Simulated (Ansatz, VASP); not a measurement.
# One calculation of Si, two programs

The input INCAR:

```
SYSTEM = Si
PREC = Accurate
ENCUT = 500
EDIFF = 1E-6
ISMEAR = 0
SIGMA = 0.01
LREAL = .False.
LASPH = .True.
NELM = 120
ALGO = Normal
ISIF = 2
LWAVE = .False.
LCHARG = .True.
GGA = PE
LELF = .True.
LVHAR = .True.
NBANDS = 46
GGA_COMPAT = .False.
```

KPOINTS

```
Automatic mesh
0
Gamma
  4 4 4
  0 0 0
```

POSCAR

```
Si
1.0
    0.0000000000      5.4271200000      5.4271200000
    5.4271200000      0.0000000000      5.4271200000
    5.4271200000      5.4271200000      0.0000000000
Si
16
Direct
    0.3750000000      0.3750000000      0.3750000000
    0.2500000000      0.2500000000      0.2500000000
    0.3750000000      0.3750000000      0.8750000000
    0.2500000000      0.2500000000      0.7500000000
    0.3750000000      0.8750000000      0.3750000000
    0.2500000000      0.7500000000      0.2500000000
    0.3750000000      0.8750000000      0.8750000000
    0.2500000000      0.7500000000      0.7500000000
    0.8750000000      0.3750000000      0.3750000000
    0.7500000000      0.2500000000      0.2500000000
    0.8750000000      0.3750000000      0.8750000000
    0.7500000000      0.2500000000      0.7500000000
    0.8750000000      0.8750000000      0.3750000000
    0.7500000000      0.7500000000      0.2500000000
    0.8750000000      0.8750000000      0.8750000000
    0.7500000000      0.7500000000      0.7500000000
```

Input for Ansatz:

```yaml
crystal:
  lattice:
    - [0.0, 5.42712, 5.42712]
    - [5.42712, 0.0, 5.42712]
    - [5.42712, 5.42712, 0.0]
  atoms:
    - { symbol: Si, position: [0.375, 0.375, 0.375] }
    - { symbol: Si, position: [0.25, 0.25, 0.25] }
    - { symbol: Si, position: [0.375, 0.375, 0.875] }
    - { symbol: Si, position: [0.25, 0.25, 0.75] }
    - { symbol: Si, position: [0.375, 0.875, 0.375] }
    - { symbol: Si, position: [0.25, 0.75, 0.25] }
    - { symbol: Si, position: [0.375, 0.875, 0.875] }
    - { symbol: Si, position: [0.25, 0.75, 0.75] }
    - { symbol: Si, position: [0.875, 0.375, 0.375] }
    - { symbol: Si, position: [0.75, 0.25, 0.25] }
    - { symbol: Si, position: [0.875, 0.375, 0.875] }
    - { symbol: Si, position: [0.75, 0.25, 0.75] }
    - { symbol: Si, position: [0.875, 0.875, 0.375] }
    - { symbol: Si, position: [0.75, 0.75, 0.25] }
    - { symbol: Si, position: [0.875, 0.875, 0.875] }
    - { symbol: Si, position: [0.75, 0.75, 0.75] }
basis:
  ecutwfc: 420
  ecutrho_ratio: 4
kpoints:
  mp_grid: { grid: [4, 4, 4] }
hamiltonian:
  xc: pbe
scf:
  occupations: { method: fixed }
output:
  forces: true
  stress: false
  eigenvalues: true
  core_levels:
    shells: { Si: "2s" }
    counted_from: valence_top
    eps_inf: [12.417, 12.417, 12.417]
```

Alike in both runs: task single point; functional PBE; k mesh 4 × 4 × 4; no spin polarisation.

|  | VASP | Ansatz |
| --- | --- | --- |
| version | VASP 6.6.1 | Ansatz 0.2.0 |
| potentials or method | VASP PAW PBE potentials, release 64 (Si), cutoff 500 eV | scalar-relativistic, plane waves, PAW |
| occupations | gaussian, width 0.01 eV | fixed |
| valence electrons in the cell | 64 | 64 |

```csv
,VASP,Ansatz,Ansatz less VASP
gap on the k mesh at the Fermi level (eV),0.61,0.61,-0.003
least direct gap on the mesh (eV),0.71,0.70,-0.002
```
